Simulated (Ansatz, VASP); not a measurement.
## One calculation of Os, two programs

```
Os
1.0
     2.73410    0.00000    0.00000
    -1.36705    2.36780    0.00000
     0.00000    0.00000    4.31970
Os
2
Cartesian
  1.3643 0.7571 3.2794
  -0.0107 1.5745 1.0628
```

Change from the starting cell: atoms moved at random, drawn with an rms of 0.05 Å.

Alike in both runs: task single point; functional PBEsol; k mesh 11 × 11 × 6; occupations fermi-dirac, width 0.05 eV; no spin polarisation.

|  | VASP | Ansatz |
| --- | --- | --- |
| version | VASP 6.6.1 | Ansatz 0.2.0 |
| potentials or method | VASP PAW PBE potentials, release 64 (Os), cutoff 520 eV | all-electron LAPW, scalar-relativistic |

Ansatz gave:

| Property | Result |
| --- | --- |
| gap on the k mesh at the Fermi level (eV) | none |
| pressure (GPa) | -1.8 |
| traceless stress, the component that is largest in VASP (GPa) | -1.14 |
| rms of the force components (eV/Å) | 0.575 |

What did VASP give for the same quantities?

gap on the k mesh at the Fermi level (eV): none; pressure (GPa): -1.4; traceless stress, the component that is largest in VASP (GPa): -1.09; rms of the force components (eV/Å): 0.572.

VASP's potentials were made for PBE, not for PBEsol. Atom by atom the forces differ by 0.003 eV/Å (rms over components). A gap of «none» marks a metal or a gap that the smearing closes. Ansatz ran all-electron here, and VASP with PAW potentials.

Spin-orbit coupling is off throughout.
